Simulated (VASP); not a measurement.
# Si2Mo (P6_222) in VASP: single point with r2SCAN+rVV10

Aim: the single point of Si2Mo with r2SCAN+rVV10.

Program: VASP 6.6.1. These are calculated values, not measurements. Logs are shortened: lines on timing, memory, paths and dates and some standing lists are left out, and cuts for length are marked.

## (1) The cell of the first run

It takes space group P6_222 (No. 180, hexagonal). The conventional cell has a = 4.577 Å, b = 4.577 Å, c = 6.569 Å, α = 90.00°, β = 90.00°, γ = 120.00°. Within 3.4 Å of Si (site symmetry 2) lie 9 Si at 2.55 to 3.20 Å and 5 Mo at 2.56 to 2.66 Å. Within 3.4 Å of Mo (site symmetry 222) lie 10 Si at 2.56 to 2.66 Å and 4 Mo at 3.17 Å.

## (2) Single point, r2SCAN+rVV10

Contents of POSCAR:

```
Si2Mo
1.0
    4.5766525035      0.0000000000      0.0000000000
   -2.2883262518      3.9634973323      0.0000000000
    0.0000000000      0.0000000000      6.5691581643
Si Mo
6 3
Direct
    0.1638730994      0.8361269006      0.8333333333
    0.3277461989      0.1638730994      0.1666666667
    0.8361269006      0.6722538011      0.5000000000
    0.8361269006      0.1638730994      0.8333333333
    0.6722538011      0.8361269006      0.1666666667
    0.1638730994      0.3277461989      0.5000000000
    0.5000000000      0.0000000000      0.5000000000
    0.0000000000      0.5000000000      0.1666666667
    0.5000000000      0.5000000000      0.8333333333
```

Contents of INCAR.step1:

```
ALGO     = Normal         # electronic algorithm
EDIFF    = 1E-4           # SCF threshold, eV
ENCUT    = 520            # plane-wave cutoff, eV
GGA      = PE             # functional
ISMEAR   = -1             # smearing method
LASPH    = True           # aspherical terms in the spheres
LCHARG   = False          # write CHGCAR
LREAL    = False          # projectors in reciprocal space
LWAVE    = True           # write WAVECAR
NBANDS   = 43             # bands
NELM     = 80             # most SCF steps
PREC     = Accurate       # precision mode
SIGMA    = 0.03           # smearing width, eV
```

Contents of INCAR.step2:

```
ALGO     = Normal         # electronic algorithm
BPARAM   = 11.95        
CPARAM   = 0.0093       
EDIFF    = 1E-7           # SCF threshold, eV
ENCUT    = 520            # plane-wave cutoff, eV
ISIF     = 2              # what is computed and relaxed
ISMEAR   = -1             # smearing method
ISTART   = 1            
IVDW_NL  = 2            
LASPH    = True           # aspherical terms in the spheres
LCHARG   = False          # write CHGCAR
LMIXTAU  = True         
LREAL    = False          # projectors in reciprocal space
LUSE_VDW = True         
LWAVE    = False          # write WAVECAR
METAGGA  = R2SCAN         # meta-GGA
NBANDS   = 43             # bands
NELM     = 80             # most SCF steps
PREC     = Accurate       # precision mode
SIGMA    = 0.03           # smearing width, eV
```

Contents of KPOINTS:

```
k-points
0
Gamma
  6 6 4
```

Potentials or basis: VASP PAW PBE potentials, release 64 (Si, Mo_sv).

The run is started by

```bash
> cat potpaw_PBE.64/Si/POTCAR potpaw_PBE.64/Mo_sv/POTCAR > POTCAR
> cp INCAR.step1 INCAR
> mpirun -np 1 vasp_std > vasp.out
> cp INCAR.step2 INCAR
> mpirun -np 1 vasp_std > vasp.out
```

OUTCAR:

```text
BPARAM = 11.95
   EDIFF = 1E-7
   ENCUT = 520
   ISIF = 2
   ISMEAR = -1
   ISTART = 1
   IVDW_NL = 2
   LASPH = True
   LREAL = False
   METAGGA = R2SCAN
   NELM = 80
   PREC = Accurate

 ion  position               nearest neighbor table
   1  0.164  0.836  0.833-   3 2.55   2 2.55   7 2.56   8 2.56   4 2.60   9 2.63   9 2.63   9 2.66
                             4 2.66   4 2.66   6 3.14   5 3.14
   2  0.328  0.164  0.167-   6 2.55   1 2.55   7 2.56   9 2.56   5 2.60   8 2.63   8 2.63   8 2.66
                             5 2.66   5 2.66   3 3.14   4 3.14
   3  0.836  0.672  0.500-   1 2.55   5 2.55   8 2.56   9 2.56   6 2.60   7 2.63   7 2.63   7 2.66
                             6 2.66   6 2.66   2 3.14   4 3.14
   4  0.836  0.164  0.833-   6 2.55   5 2.55   7 2.56   8 2.56   1 2.60   9 2.63   9 2.63   9 2.66
                             1 2.66   1 2.66   3 3.14   2 3.14
   5  0.672  0.836  0.167-   3 2.55   4 2.55   7 2.56   9 2.56   2 2.60   8 2.63   8 2.63   8 2.66
                             2 2.66   2 2.66   6 3.14   1 3.14
   6  0.164  0.328  0.500-   4 2.55   2 2.55   8 2.56   9 2.56   3 2.60   7 2.63   7 2.63   7 2.66
                             3 2.66   3 2.66   5 3.14   1 3.14
   7  0.500  0.000  0.500-   2 2.56   5 2.56   4 2.56   1 2.56   6 2.63   3 2.63   6 2.63   3 2.63
                             6 2.66   3 2.66   8 3.17   8 3.17   9 3.17   9 3.17
   8  0.000  0.500  0.167-   3 2.56   6 2.56   4 2.56   1 2.56   2 2.63   5 2.63   2 2.63   5 2.63
                             5 2.66   2 2.66   7 3.17   7 3.17   9 3.17   9 3.17
   9  0.500  0.500  0.833-   3 2.56   6 2.56   5 2.56   2 2.56   1 2.63   4 2.63   1 2.63   4 2.63
                             1 2.66   4 2.66   7 3.17   7 3.17   8 3.17   8 3.17

  LATTYP: Found a hexagonal cell.
 ALAT       =     4.5766525035
 C/A-ratio  =     1.4353631086

  Lattice vectors:

 A1 = (   4.5766525035,   0.0000000000,   0.0000000000)
 A2 = (  -2.2883262518,   3.9634973323,   0.0000000000)
 A3 = (   0.0000000000,   0.0000000000,   6.5691581643)

Analysis of symmetry for initial positions (statically):
=====================================================================
 Subroutine PRICEL returns:
 Original cell was already a primitive cell.

 Routine SETGRP: Setting up the symmetry group for a
 hexagonal supercell.

 Subroutine GETGRP returns: Found 12 space group operations
 (whereof  4 operations were pure point group operations)
 out of a pool of 24 trial point group operations.

The static configuration has the point symmetry D_2 .
 The point group associated with its full space group is D_6 .

Analysis of symmetry for dynamics (positions and initial velocities):
=====================================================================
 Subroutine PRICEL returns:
 Original cell was already a primitive cell.

 Routine SETGRP: Setting up the symmetry group for a
 hexagonal supercell.

 Subroutine GETGRP returns: Found 12 space group operations
 (whereof  4 operations were pure point group operations)
 out of a pool of 24 trial point group operations.

The dynamic configuration has the point symmetry D_2 .
 The point group associated with its full space group is D_6 .

 Subroutine INISYM returns: Found 12 space group operations
 (whereof  4 operations are pure point group operations),
 and found     1 'primitive' translations

----------------------------------------------------------------------------------------

                                     Primitive cell

  volume of cell :     119.1616

  direct lattice vectors                    reciprocal lattice vectors
     4.576652504  0.000000000  0.000000000     0.218500312  0.126151214  0.000000000
    -2.288326252  3.963497332  0.000000000     0.000000000  0.252302428  0.000000000
     0.000000000  0.000000000  6.569158164     0.000000000  0.000000000  0.152226507

  length of vectors
     4.576652504  4.576652504  6.569158164     0.252302428  0.252302428  0.152226507

  position of ions in fractional coordinates (direct lattice)
     0.163873099  0.836126901  0.833333333
     0.327746199  0.163873099  0.166666667
     0.836126901  0.672253801  0.500000000
     0.836126901  0.163873099  0.833333333
     0.672253801  0.836126901  0.166666667
     0.163873099  0.327746199  0.500000000
     0.500000000  0.000000000  0.500000000
     0.000000000  0.500000000  0.166666667
     0.500000000  0.500000000  0.833333333

  ion indices of the primitive-cell ions
   primitive index   ion index
                 1           1
                 2           2
                 3           3
                 4           4
                 5           5
                 6           6
                 7           7
                 8           8
                 9           9

----------------------------------------------------------------------------------------

 KPOINTS: k-points

Automatic generation of k-mesh.
 Grid dimensions read from file:
 generate k-points for:    6    6    4

 Generating k-lattice:

  Cartesian coordinates                     Fractional coordinates (reciprocal lattice)
     0.036416719  0.021025202  0.000000000     0.166666667  0.000000000  0.000000000
     0.000000000  0.042050405  0.000000000     0.000000000  0.166666667  0.000000000
     0.000000000  0.000000000  0.038056627     0.000000000  0.000000000  0.250000000

  Length of vectors
     0.042050405  0.042050405  0.038056627

  Shift w.r.t. Gamma in fractional coordinates (k-lattice)
     0.000000000  0.000000000  0.000000000

 Subroutine IBZKPT returns following result:
 ===========================================

 Found     21 irreducible k-points:

 Following reciprocal coordinates:
            Coordinates               Weight
  0.000000  0.000000  0.000000      1.000000
  0.166667 -0.000000  0.000000      6.000000
  0.333333  0.000000  0.000000      6.000000
  0.500000 -0.000000  0.000000      3.000000
  0.166667  0.166667  0.000000      6.000000
  0.333333  0.166667  0.000000     12.000000
[... 13 lines left out ...]
  0.333333  0.166667  0.500000     12.000000
  0.333333  0.333333  0.500000      2.000000
   k-points           NKPTS =     21   k-points in BZ     NKDIM =     21   number of bands    NBANDS=     43
   number of dos      NEDOS =    301   number of ions     NIONS =      9
   total plane-waves  NPLWV =  64800
   dimension x,y,z NGX =    36 NGY =   36 NGZ =   50
   dimension x,y,z NGXF=    72 NGYF=   72 NGZF=  100
   ions per type =               6   3
   NGX,Y,Z   is equivalent  to a cutoff of  13.08, 13.08, 12.65 a.u.
   NGXF,Y,Z  is equivalent  to a cutoff of  26.15, 26.15, 25.31 a.u.
 SYSTEM =  unknown system
   PREC   = accura    normal or accurate (medium, high low for compatibility)
   ISTART =      1    job   : 0-new  1-cont  2-samecut
   ICHARG =      0    charge: 1-file 2-atom 10-const
   ISPIN  =      1    spin polarized calculation?
   LNONCOLLINEAR =      F non collinear calculations
   LSORBIT =      F    spin-orbit coupling
   LASPH  =      T    aspherical Exc in radial PAW
   ENCUT  =  520.0 eV  38.22 Ry    6.18 a.u.   8.51  8.51 12.21*2*pi/ulx,y,z
   NELM   =     80;   NELMIN=  2; NELMDL=  0     # of ELM steps
   EDIFF  = 0.1E-06   stopping-criterion for ELM
   LREAL  =      F    real-space projection
   EDIFFG = 0.1E-05   stopping-criterion for IOM
   NSW    =      0    number of steps for IOM
   IBRION =     -1    ionic relax: 0-MD 1-quasi-New 2-CG
   NFREE  =      0    steps in history (QN), initial steepest desc. (CG)
   ISIF   =      2    stress and relaxation
   ISYM   =      2    0-nonsym 1-usesym 2-fastsym
   POTIM  = 0.5000    time-step for ionic-motion
   TEBEG  =    0.0;   TEEND  =   0.0 temperature during run
   PSTRESS=    0.0 pullay stress
   NELECT =      66.0000    total number of electrons
   NUPDOWN=      -1.0000    fix difference up-down
   EMIN   =  10.00;   EMAX   =-10.00  energy-range for DOS
   EFERMI =   0.00;   METHOD = LEGACY
   ISMEAR =    -1;   SIGMA  =   0.03  broadening in eV -4-tet -1-fermi 0-gaus
   EFERMI_NEDOS =   21; number of points for ismear=-14 and -15
   IALGO  =     38    algorithm
   IMIX   =      4    mixing-type and parameters
     AMIX     =   0.40;   BMIX     =  1.00
     AMIX_MAG =   1.60;   BMIX_MAG =  1.00
  volume/ion in A,a.u.               =      13.24        89.35
  Fermi-wavevector in a.u.,A,eV,Ry     =   1.344448  2.540639 24.593087  1.807541
  Thomas-Fermi vector in A             =   2.472441
   LORBIT       =      0    0 simple, 1 ext, 2 COOP (PROOUT), +10 PAW based schemes
   METAGGA = R2SCAN    functional components
   LHFCALC =     F    Hartree Fock is set to
   AEXX    =    0.0000 exact exchange contribution
   IVDW_NL    =     2    kernel type
   BPARAM     =11.9500
   IVDW    =     0    specifies the selected vdW correction
   LEPSILON=     F    determine dielectric tensor
   LRPA    =     F    only Hartree local field effects (RPA)
 non-spin polarized calculation
  energy-cutoff  :      520.00
  volume of cell :      119.16
 maximum number of plane-waves:      3276
 NGX is ok and might be reduce to    36
   NGX = 17   NGY = 17   NGZ = 25

 number of electron      65.9999995 magnetization

 Free energy of the ion-electron system (eV)
  ---------------------------------------------------
  ext. energy  EPLUGINS =         0.00000000
  ---------------------------------------------------
  free energy    TOTEN  =      -133.90213618 eV

  energy without entropy =     -133.90144444  energy(sigma->0) =     -133.90179031

 E-fermi :  13.0591     XC(G=0): -13.4626

 val. band max:       12.9854719859   @ k =   0.5000  -0.0000   0.5000
 cond. band min:      13.1327295202   @ k =   0.5000  -0.0000   0.0000
 fundamental gap:      0.1472575343
 Fermi energy:        13.0591013218

 k-point     1 :       0.0000    0.0000    0.0000
  band No.  band energies     occupation
      1     -50.0470      2.00000
      2     -50.0117      2.00000
      3     -50.0117      2.00000
      4     -23.5904      2.00000
      5     -23.5880      2.00000
      6     -23.5880      2.00000
[... 35 lines left out ...]
     42      16.2426      0.00000
     43      16.6976      0.00000

 k-point     2 :       0.1667   -0.0000    0.0000
  band No.  band energies     occupation
      1     -50.0448      2.00000
      2     -50.0137      2.00000
      3     -50.0117      2.00000
      4     -23.6221      2.00000
      5     -23.6011      2.00000
      6     -23.5779      2.00000
[... 35 lines left out ...]
     42      16.3285      0.00000
     43      16.9797      0.00000

 k-point     3 :       0.3333    0.0000    0.0000
  band No.  band energies     occupation
      1     -50.0392      2.00000
      2     -50.0189      2.00000
      3     -50.0116      2.00000
      4     -23.6454      2.00000
      5     -23.6183      2.00000
      6     -23.5820      2.00000
[... 781 lines left out ...]
      6     -23.6101      2.00000
[... 35 lines left out ...]
     42      16.1967      0.00000
     43      16.5091      0.00000

 k-point    21 :       0.3333    0.3333    0.5000
  band No.  band energies     occupation
      1     -50.0345      2.00000
      2     -50.0174      2.00000
      3     -50.0174      2.00000
      4     -23.6409      2.00000
      5     -23.6287      2.00000
      6     -23.6287      2.00000
[... 35 lines left out ...]
     42      16.5025      0.00000
     43      16.7970      0.00000

------------------------ aborting loop because EDIFF is reached ----------------------------------------

  FORCE on cell =-STRESS in cart. coord.  units (eV):
  Direction    XX          YY          ZZ          XY          YZ          ZX
  --------------------------------------------------------------------------------------
  -------------------------------------------------------------------------------------
  Total        0.4253529      0.4253529      0.4071540     -0.0000000     -0.0000000      0.0000000
  in kB        5.7190478      5.7190478      5.4743558     -0.0000000     -0.0000000      0.0000000
  external PRESSURE =       5.6374838 kB  Pullay stress =       0.0000000 kB

 VOLUME and BASIS-vectors are now :
 -----------------------------------------------------------------------------
  energy-cutoff  :      520.00
  volume of cell :      119.16
      direct lattice vectors                 reciprocal lattice vectors
     4.576652504  0.000000000  0.000000000     0.218500312  0.126151214  0.000000000
    -2.288326252  3.963497332  0.000000000     0.000000000  0.252302428  0.000000000
     0.000000000  0.000000000  6.569158164     0.000000000  0.000000000  0.152226507

 POSITION                                       TOTAL-FORCE (eV/Angst)
 -----------------------------------------------------------------------------------
     -1.16334      3.31399      5.47430        -0.007108      0.004104     -0.000000
      1.12499      0.64951      1.09486        -0.007108     -0.004104      0.000000
      2.28833      2.66448      3.28458        -0.000000      0.008208      0.000000
      3.45167      0.64951      5.47430         0.007108     -0.004104     -0.000000
      1.16334      3.31399      1.09486         0.007108      0.004104      0.000000
     -0.00000      1.29902      3.28458         0.000000     -0.008208      0.000000
      2.28833      0.00000      3.28458        -0.000000      0.000000      0.000000
     -1.14416      1.98175      1.09486        -0.000000      0.000000     -0.000000
      1.14416      1.98175      5.47430        -0.000000      0.000000      0.000000
 -----------------------------------------------------------------------------------
    total drift:                               -0.000000     -0.000000      0.000000

  FREE ENERGIE OF THE ION-ELECTRON SYSTEM (eV)
  ---------------------------------------------------
  free  energy   TOTEN  =      -133.9021361761 eV

  energy  without entropy=     -133.9014444429  energy(sigma->0) =     -133.90179031
```

Run time: 7.8 min. Hardware: 1 thread of Intel Xeon 6975P-C, shared host; peak memory 0.53 GiB.

What came out:

| Property | Result |
| --- | --- |
| Free energy | -133.9021 eV |
| Pressure | 0.6 GPa |
| Largest force | 0.008 eV/Å |
| Band gap on the k mesh | 0.15 eV, indirect (least direct gap 0.70 eV) |

Forces in eV/Å, atoms in the order of the input:
```
Si  -0.007  0.004  0.000
Si  -0.007 -0.004  0.000
Si   0.000  0.008  0.000
Si   0.007 -0.004  0.000
Si   0.007  0.004  0.000
Si   0.000 -0.008  0.000
Mo   0.000  0.000  0.000
Mo   0.000  0.000  0.000
Mo   0.000  0.000  0.000
```

Caveat: the PAW data sets were made with another functional, which shifts forces and pressure a little.
